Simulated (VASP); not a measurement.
# SnSe2 (P-3m1) in VASP: a series of runs

Runs on SnSe2. Level: PBE+D3(BJ). Tasks: single point.

Everything below comes from runs of VASP 6.6.1. Logs are shortened: lines on timing, memory, paths and dates and some standing lists are left out, and cuts for length are marked.

## Step 1: The cell of the first run

Symmetry: P-3m1, No. 164, trigonal system. The conventional cell has a = 3.936 Å, b = 3.936 Å, c = 6.334 Å, α = 90.00°, β = 90.00°, γ = 120.00°. Sn (site symmetry -3m) has 6 Se at 2.83 Å within 3.7 Å. Within 4.1 Å of Se (site symmetry 3m) lie 3 Sn at 2.83 Å and 12 Se at 3.74 to 4.06 Å.

## Step 2: Single point, PBE+D3(BJ)

Contents of INCAR:

```
  PREC = Accurate
  ENCUT = 500
  EDIFF = 1E-6
  ISMEAR = 0
  SIGMA = 0.03
  LREAL = False
  LASPH = True
  NELM = 120
  ALGO = Normal
  ISIF = 2
  LWAVE = False
  LCHARG = False
  GGA = PE
  IVDW = 12
  NBANDS = 20
  GGA_COMPAT = False
```

Contents of KPOINTS:

```
regular mesh
0
Gamma
  12 12 6
```

Contents of POSCAR:

```
SnSe2
1.0
    3.9360000000      0.0000000000      0.0000000000
   -1.9680000000      3.4086759893      0.0000000000
    0.0000000000      0.0000000000      6.3344000000
Sn Se
1 2
Direct
    0.0000000000      0.0000000000      0.0000000000
    0.3333333333      0.6666666667      0.2651331237
    0.6666666667      0.3333333333      0.7348668763
```

Potentials or basis: VASP PAW PBE potentials, release 64 (Sn_d, Se).

Command:

```sh
> cat potpaw_PBE.64/Sn_d/POTCAR potpaw_PBE.64/Se/POTCAR > POTCAR
> mpirun -np 1 vasp_std > vasp.out
```

OUTCAR:

```text
PREC = Accurate
   ENCUT = 500
   EDIFF = 1E-6
   ISMEAR = 0
   LREAL = False
   LASPH = True
   NELM = 120
   ISIF = 2
   GGA = PE
   IVDW = 12
 IVDW          = 12

 ion  position               nearest neighbor table
   1  0.000  0.000  0.000-   2 2.83   3 2.83   3 2.83   2 2.83   3 2.83   2 2.83
   2  0.333  0.667  0.265-   1 2.83   1 2.83   1 2.83
   3  0.667  0.333  0.735-   1 2.83   1 2.83   1 2.83

  LATTYP: Found a hexagonal cell.
 ALAT       =     3.9360000000
 C/A-ratio  =     1.6093495935

  Lattice vectors:

 A1 = (   3.9360000000,   0.0000000000,   0.0000000000)
 A2 = (  -1.9680000000,   3.4086759893,   0.0000000000)
 A3 = (   0.0000000000,   0.0000000000,   6.3344000000)

Analysis of symmetry for initial positions (statically):
=====================================================================
 Subroutine PRICEL returns:
 Original cell was already a primitive cell.

 Routine SETGRP: Setting up the symmetry group for a
 hexagonal supercell.

 Subroutine GETGRP returns: Found 12 space group operations
 (whereof 12 operations were pure point group operations)
 out of a pool of 24 trial point group operations.

The static configuration has the point symmetry D_3d.

Analysis of symmetry for dynamics (positions and initial velocities):
=====================================================================
 Subroutine PRICEL returns:
 Original cell was already a primitive cell.

 Routine SETGRP: Setting up the symmetry group for a
 hexagonal supercell.

 Subroutine GETGRP returns: Found 12 space group operations
 (whereof 12 operations were pure point group operations)
 out of a pool of 24 trial point group operations.

The dynamic configuration has the point symmetry D_3d.

 Subroutine INISYM returns: Found 12 space group operations
 (whereof 12 operations are pure point group operations),
 and found     1 'primitive' translations

----------------------------------------------------------------------------------------

                                     Primitive cell

  volume of cell :      84.9858

  direct lattice vectors                    reciprocal lattice vectors
     3.936000000  0.000000000  0.000000000     0.254065041  0.146684520  0.000000000
    -1.968000000  3.408675989  0.000000000     0.000000000  0.293369039  0.000000000
     0.000000000  0.000000000  6.334400000     0.000000000  0.000000000  0.157868149

  length of vectors
     3.936000000  3.936000000  6.334400000     0.293369039  0.293369039  0.157868149

  position of ions in fractional coordinates (direct lattice)
     0.000000000  0.000000000  0.000000000
[... 81 lines left out ...]
   LREAL  =      F    real-space projection
   EDIFFG = 0.1E-04   stopping-criterion for IOM
   NSW    =      0    number of steps for IOM
   IBRION =     -1    ionic relax: 0-MD 1-quasi-New 2-CG
   NFREE  =      0    steps in history (QN), initial steepest desc. (CG)
   ISIF   =      2    stress and relaxation
   ISYM   =      2    0-nonsym 1-usesym 2-fastsym
   POTIM  = 0.5000    time-step for ionic-motion
   TEBEG  =    0.0;   TEEND  =   0.0 temperature during run
   PSTRESS=    0.0 pullay stress
   NELECT =      26.0000    total number of electrons
   NUPDOWN=      -1.0000    fix difference up-down
   EMIN   =  10.00;   EMAX   =-10.00  energy-range for DOS
   EFERMI =   0.00;   METHOD = LEGACY
   ISMEAR =     0;   SIGMA  =   0.03  broadening in eV -4-tet -1-fermi 0-gaus
   EFERMI_NEDOS =   21; number of points for ismear=-14 and -15
   IALGO  =     38    algorithm
   IMIX   =      4    mixing-type and parameters
     AMIX     =   0.40;   BMIX     =  1.00
     AMIX_MAG =   1.60;   BMIX_MAG =  1.00
  volume/ion in A,a.u.               =      28.33       191.17
  Fermi-wavevector in a.u.,A,eV,Ry     =   1.103106  2.084568 16.556147  1.216842
  Thomas-Fermi vector in A             =   2.239559
   LORBIT       =      0    0 simple, 1 ext, 2 COOP (PROOUT), +10 PAW based schemes
   GGA     = PE    functional components
   LHFCALC =     F    Hartree Fock is set to
   AEXX    =    0.0000 exact exchange contribution
   IVDW    =    12    specifies the selected vdW correction
   LEPSILON=     F    determine dielectric tensor
   LRPA    =     F    only Hartree local field effects (RPA)
 non-spin polarized calculation
 Gauss-broadening in eV      SIGMA  =   0.03
  energy-cutoff  :      500.00
  volume of cell :       84.99
 maximum number of plane-waves:      2196
 NGX is ok and might be reduce to    30
   NGX = 15   NGY = 15   NGZ = 23

 number of electron      26.0000011 magnetization

 Free energy of the ion-electron system (eV)
  ---------------------------------------------------
  ext. energy  EPLUGINS =         0.00000000
  ---------------------------------------------------
  free energy    TOTEN  =       -11.76057273 eV

  energy without entropy =      -11.76057273  energy(sigma->0) =      -11.76057273

 E-fermi :   3.4448     XC(G=0):  -9.1051

 val. band max:        3.2884141239   @ k =   0.0833   0.0833   0.0000
 cond. band min:       3.5863070443   @ k =   0.0000   0.4167   0.3333
 fundamental gap:      0.2978929205
 Fermi energy:         3.4447896764

 k-point     1 :       0.0000    0.0000    0.0000
  band No.  band energies     occupation
      1     -17.9419      2.00000
      2     -17.9419      2.00000
      3     -17.9139      2.00000
      4     -17.9074      2.00000
      5     -17.9074      2.00000
      6      -9.9019      2.00000
[... 541 lines left out ...]
     19      11.0757      0.00000
     20      12.1772      0.00000

 [... further k-points ...]

------------------------ aborting loop because EDIFF is reached ----------------------------------------

 Edisp (eV)   -0.98136

 E8    (eV) :    -0.4297

  FORCE on cell =-STRESS in cart. coord.  units (eV):
  Direction    XX          YY          ZZ          XY          YZ          ZX
  --------------------------------------------------------------------------------------
  -------------------------------------------------------------------------------------
  Total      -2.50826    -2.50826    -3.40648    -0.00000    -0.00000    -0.00000
  in kB     -47.28641   -47.28641   -64.21989    -0.00000    -0.00000    -0.00000
  external pressure =      -52.93 kB  Pullay stress =        0.00 kB

 VOLUME and BASIS-vectors are now :
 -----------------------------------------------------------------------------
  energy-cutoff  :      500.00
  volume of cell :       84.99
      direct lattice vectors                 reciprocal lattice vectors
     3.936000000  0.000000000  0.000000000     0.254065041  0.146684520  0.000000000
    -1.968000000  3.408675989  0.000000000     0.000000000  0.293369039  0.000000000
     0.000000000  0.000000000  6.334400000     0.000000000  0.000000000  0.157868149

 POSITION                                       TOTAL-FORCE (eV/Angst)
 -----------------------------------------------------------------------------------
      0.00000      0.00000      0.00000         0.000000      0.000000      0.000000
     -0.00000      2.27245      1.67946         0.000000     -0.000000     -0.814110
      1.96800      1.13623      4.65494        -0.000000      0.000000      0.814110
 -----------------------------------------------------------------------------------
    total drift:                                0.000000     -0.000000      0.000000

  FREE ENERGIE OF THE ION-ELECTRON SYSTEM (eV)
  ---------------------------------------------------
  free  energy   TOTEN  =       -12.7419284582 eV

  energy  without entropy=      -12.7419284582  energy(sigma->0) =      -12.74192846
```

OSZICAR:

```text
N       E                     dE             d eps       ncg     rms          rms(c)
DAV:   1     0.198841853508E+03    0.19884E+03   -0.11771E+04  4072   0.140E+03
DAV:   2     0.107790993866E+02   -0.18806E+03   -0.18106E+03  4292   0.367E+02
DAV:   3    -0.112280075588E+02   -0.22007E+02   -0.21468E+02  4908   0.111E+02
DAV:   4    -0.119891631944E+02   -0.76116E+00   -0.76009E+00  4720   0.218E+01
DAV:   5    -0.120081457512E+02   -0.18983E-01   -0.18981E-01  5600   0.363E+00    0.423E+00
DAV:   6    -0.117671414315E+02    0.24100E+00   -0.62284E-01  5840   0.701E+00    0.268E+00
DAV:   7    -0.117594248564E+02    0.77166E-02   -0.11591E-01  4588   0.190E+00    0.103E+00
DAV:   8    -0.117600034982E+02   -0.57864E-03   -0.10382E-02  4660   0.789E-01    0.230E-01
DAV:   9    -0.117605208668E+02   -0.51737E-03   -0.16602E-03  4704   0.290E-01    0.693E-02
DAV:  10    -0.117605552918E+02   -0.34425E-04   -0.19342E-04  4828   0.872E-02    0.239E-02
DAV:  11    -0.117605723105E+02   -0.17019E-04   -0.41136E-05  4712   0.393E-02    0.169E-02
DAV:  12    -0.117605727258E+02   -0.41530E-06   -0.16574E-06  4436   0.849E-03
   1 F= -.12741928E+02 E0= -.12741928E+02  d E =-.256597E-13
```

stdout:

```text
POSCAR found type information on POSCAR SnSe
 POSCAR found :  2 types and       3 ions
 scaLAPACK will be used
 LDA part: xc-table for (Slater+PW92), standard interpolation
 POSCAR, INCAR and KPOINTS ok, starting setup
 FFT: planning ... GRIDC
 FFT: planning ... GRID_SOFT
 FFT: planning ... GRID
 WAVECAR not read
 entering main loop
```

Run time: 2.9 min. Hardware: 1 thread of Intel Xeon 8259CL, shared host; peak memory 0.31 GiB.

What came out:

| Property | Result |
| --- | --- |
| Free energy | -12.7419 eV |
| Pressure | -5.3 GPa |
| Largest force | 0.814 eV/Å |
| Band gap on the k mesh | 0.30 eV (least direct gap 0.74 eV) |
| Dispersion energy per atom | -0.327 eV |

Forces in eV/Å, atoms in the order of the input:
```
Sn   0.000  0.000  0.000
Se   0.000  0.000 -0.814
Se   0.000  0.000  0.814
```

Stress tensor (GPa, compression positive):
```
-4.73  0.00  0.00
 0.00 -4.73  0.00
 0.00  0.00 -6.42
```

Levels at points of the mesh, in eV from the valence-band top:
| k point | band 11 | band 12 | band 13 | band 14 | band 15 | band 16 |
| --- | --- | --- | --- | --- | --- | --- |
| (0.00, 0.00, 0.00) | -0.31 | -0.31 | -0.26 | 0.48 | 3.08 | 4.41 |
| (0.50, 0.00, 0.00) | -2.13 | -1.40 | -0.25 | 1.00 | 3.47 | 4.74 |
| (0.00, 0.00, 0.50) | -0.59 | -0.10 | -0.10 | 2.10 | 2.81 | 4.14 |
| (0.50, 0.00, 0.50) | -1.87 | -0.87 | -0.72 | 0.41 | 3.78 | 4.50 |

Caveat: the cell stands under tension; spin-orbit coupling is left out, which moves the levels of the heavy elements. A k mesh can miss the band edges.

## Step 3: Single point, PBE+D3(BJ)

This run uses another cell than the first one, of 29.02 Å³/atom.

Contents of INCAR:

```
PREC = Accurate ; ENCUT = 500
EDIFF = 1E-6 ; ISMEAR = 0
SIGMA = 0.03 ; LREAL = F
LASPH = T ; NELM = 120
ALGO = Normal ; ISIF = 2
LWAVE = F ; LCHARG = F
GGA = PE ; IVDW = 12
NBANDS = 20 ; GGA_COMPAT = F
```

KPOINTS is that of step 2.

Contents of POSCAR:

```
SnSe2
1.0
    3.9840000000      0.0000000000      0.0000000000
   -1.9920000000      3.4502452087      0.0000000000
    0.0000000000      0.0000000000      6.3344000000
Sn Se
1 2
Direct
    0.0000000000      0.0000000000      0.0000000000
    0.3333333333      0.6666666667      0.2651331237
    0.6666666667      0.3333333333      0.7348668763
```

Potentials or basis: VASP PAW PBE potentials, release 64 (Sn_d, Se).

Command:

```sh
> cat potpaw_PBE.64/Sn_d/POTCAR potpaw_PBE.64/Se/POTCAR > POTCAR
> mpirun -np 1 vasp_std > vasp.out
```

OUTCAR:

```text
PREC = Accurate
   ENCUT = 500
   EDIFF = 1E-6
   ISMEAR = 0
   LREAL = F
   LASPH = T
   NELM = 120
   ISIF = 2
   GGA = PE
   IVDW = 12
 IVDW          = 12

 ion  position               nearest neighbor table
   1  0.000  0.000  0.000-   2 2.85   3 2.85   3 2.85   2 2.85   3 2.85   2 2.85
   2  0.333  0.667  0.265-   1 2.85   1 2.85   1 2.85
   3  0.667  0.333  0.735-   1 2.85   1 2.85   1 2.85

  LATTYP: Found a hexagonal cell.
 ALAT       =     3.9840000000
 C/A-ratio  =     1.5899598394

  Lattice vectors:

 A1 = (   3.9840000000,   0.0000000000,   0.0000000000)
 A2 = (  -1.9920000000,   3.4502452087,   0.0000000000)
 A3 = (   0.0000000000,   0.0000000000,   6.3344000000)

Analysis of symmetry for initial positions (statically):
=====================================================================
 Subroutine PRICEL returns:
 Original cell was already a primitive cell.

 Routine SETGRP: Setting up the symmetry group for a
 hexagonal supercell.

 Subroutine GETGRP returns: Found 12 space group operations
 (whereof 12 operations were pure point group operations)
 out of a pool of 24 trial point group operations.

The static configuration has the point symmetry D_3d.

Analysis of symmetry for dynamics (positions and initial velocities):
=====================================================================
 Subroutine PRICEL returns:
 Original cell was already a primitive cell.

 Routine SETGRP: Setting up the symmetry group for a
 hexagonal supercell.

 Subroutine GETGRP returns: Found 12 space group operations
 (whereof 12 operations were pure point group operations)
 out of a pool of 24 trial point group operations.

The dynamic configuration has the point symmetry D_3d.

 Subroutine INISYM returns: Found 12 space group operations
 (whereof 12 operations are pure point group operations),
 and found     1 'primitive' translations

[... 113 lines left out ...]
   IALGO  =     38    algorithm
   IMIX   =      4    mixing-type and parameters
     AMIX     =   0.40;   BMIX     =  1.00
     AMIX_MAG =   1.60;   BMIX_MAG =  1.00
  volume/ion in A,a.u.               =      29.02       195.86
  Fermi-wavevector in a.u.,A,eV,Ry     =   1.094228  2.067790 16.290720  1.197334
  Thomas-Fermi vector in A             =   2.230528
   LORBIT       =      0    0 simple, 1 ext, 2 COOP (PROOUT), +10 PAW based schemes
   GGA     = PE    functional components
   LHFCALC =     F    Hartree Fock is set to
   AEXX    =    0.0000 exact exchange contribution
   IVDW    =    12    specifies the selected vdW correction
   LEPSILON=     F    determine dielectric tensor
   LRPA    =     F    only Hartree local field effects (RPA)
 non-spin polarized calculation
 Gauss-broadening in eV      SIGMA  =   0.03
  energy-cutoff  :      500.00
  volume of cell :       87.07
 maximum number of plane-waves:      2244
 NGX is ok and might be reduce to    30
   NGX = 15   NGY = 15   NGZ = 23

 number of electron      26.0000003 magnetization

 Free energy of the ion-electron system (eV)
  ---------------------------------------------------
  ext. energy  EPLUGINS =         0.00000000
  ---------------------------------------------------
  free energy    TOTEN  =       -11.71621730 eV

  energy without entropy =      -11.71621730  energy(sigma->0) =      -11.71621730

 E-fermi :   3.2095     XC(G=0):  -8.9977

 val. band max:        3.0840796727   @ k =   0.0833   0.0833   0.0000
 cond. band min:       3.3378902830   @ k =   0.0000   0.4167   0.3333
 fundamental gap:      0.2538106103
 Fermi energy:         3.2094759012

 k-point     1 :       0.0000    0.0000    0.0000
  band No.  band energies     occupation
      1     -18.1585      2.00000
      2     -18.1585      2.00000
      3     -18.1359      2.00000
      4     -18.1296      2.00000
      5     -18.1296      2.00000
      6      -9.9898      2.00000
[... 541 lines left out ...]
     19      10.8338      0.00000
     20      11.8916      0.00000

 [... further k-points ...]

------------------------ aborting loop because EDIFF is reached ----------------------------------------

 Edisp (eV)   -0.95669

 E8    (eV) :    -0.4189

  FORCE on cell =-STRESS in cart. coord.  units (eV):
  Direction    XX          YY          ZZ          XY          YZ          ZX
  --------------------------------------------------------------------------------------
  -------------------------------------------------------------------------------------
  Total      -3.19182    -3.19182    -3.71171     0.00000    -0.00000    -0.00000
  in kB     -58.73190   -58.73190   -68.29824     0.00000    -0.00000    -0.00000
  external pressure =      -61.92 kB  Pullay stress =        0.00 kB

 VOLUME and BASIS-vectors are now :
 -----------------------------------------------------------------------------
  energy-cutoff  :      500.00
  volume of cell :       87.07
      direct lattice vectors                 reciprocal lattice vectors
     3.984000000  0.000000000  0.000000000     0.251004016  0.144917236  0.000000000
    -1.992000000  3.450245209  0.000000000     0.000000000  0.289834472  0.000000000
     0.000000000  0.000000000  6.334400000     0.000000000  0.000000000  0.157868149

 POSITION                                       TOTAL-FORCE (eV/Angst)
 -----------------------------------------------------------------------------------
      0.00000      0.00000      0.00000         0.000000      0.000000      0.000000
     -0.00000      2.30016      1.67946        -0.000000      0.000000     -0.870088
      1.99200      1.15008      4.65494         0.000000     -0.000000      0.870088
 -----------------------------------------------------------------------------------
    total drift:                                0.000000     -0.000000      0.000000

  FREE ENERGIE OF THE ION-ELECTRON SYSTEM (eV)
  ---------------------------------------------------
  free  energy   TOTEN  =       -12.6729121924 eV

  energy  without entropy=      -12.6729121924  energy(sigma->0) =      -12.67291219
```

It took 3.3 min on 1 thread of Intel Xeon 8259CL, shared host; peak memory 0.32 GiB.

Results:

| Item | Value |
| --- | --- |
| Free energy | -12.6729 eV |
| Pressure | -6.2 GPa |
| Largest force | 0.870 eV/Å |
| Band gap on the k mesh | 0.25 eV (least direct gap 0.57 eV) |
| Dispersion energy per atom | -0.319 eV |

Forces on the atoms (eV/Å):
```
Sn   0.000  0.000  0.000
Se   0.000  0.000 -0.870
Se   0.000  0.000  0.870
```

Caveat: the cell stands under tension; spin-orbit coupling is left out, which moves the levels of the heavy elements. A k mesh can miss the band edges.
